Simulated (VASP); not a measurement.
Mo: single point with PBEsol

The system is Mo.

```
Mo
1.0
     2.73010    0.00000    0.00000
    -1.36505    2.36434    0.00000
     0.00000    0.00000    4.83929
Mo
2
Direct
  0.33333 0.66667 0.25000
  0.66667 0.33333 0.75000
```

```
Program                : VASP 6.6.1
Task                   : single point
Functional             : PBEsol
Potentials or basis    : VASP PAW PBE potentials, release 64 (Mo_sv)
Cutoff                 : 500 eV
k mesh                 : 18 × 18 × 10
Occupations            : gaussian, width 0.1 eV
Spin                   : no spin polarisation
Dipole correction      : no
Further INCAR settings : ALGO = Normal; EDIFF = 1e-06; NBANDS = 21
```

```yaml
Pressure: 0.5 GPa
Band_gap_on_the_k_mesh: zero (band 14 reaches 13.47 eV, above the bottom of band 15 at 11.51 eV)
```

Stress tensor (GPa, compression positive):
```
0.55 0.00 0.00
0.00 0.55 0.00
0.00 0.00 0.42
```

Levels at points of the mesh, in eV from the Fermi level:
```csv
k point,band 11,band 12,band 13,band 14,band 15,band 16,band 17,band 18
"(0.00, 0.00, 0.00)",-1.78,-0.70,-0.70,-0.17,-0.17,0.68,1.47,1.47
"(0.50, 0.00, 0.00)",-4.24,-1.23,-0.46,-0.32,-0.20,3.83,4.64,4.91
"(0.00, 0.00, 0.50)",-1.95,-1.95,-0.66,-0.66,-0.66,-0.66,2.81,2.81
"(0.50, 0.00, 0.50)",-3.44,-3.44,1.25,1.25,1.85,1.85,4.79,4.79
```

It took 42 s on 1 thread of Intel(R) Xeon(R) 6975P-C (Granite Rapids), with other jobs on the host, peak memory 0.22 GiB.

Caveat: the PAW data sets were made with another functional, which shifts forces and pressure a little.
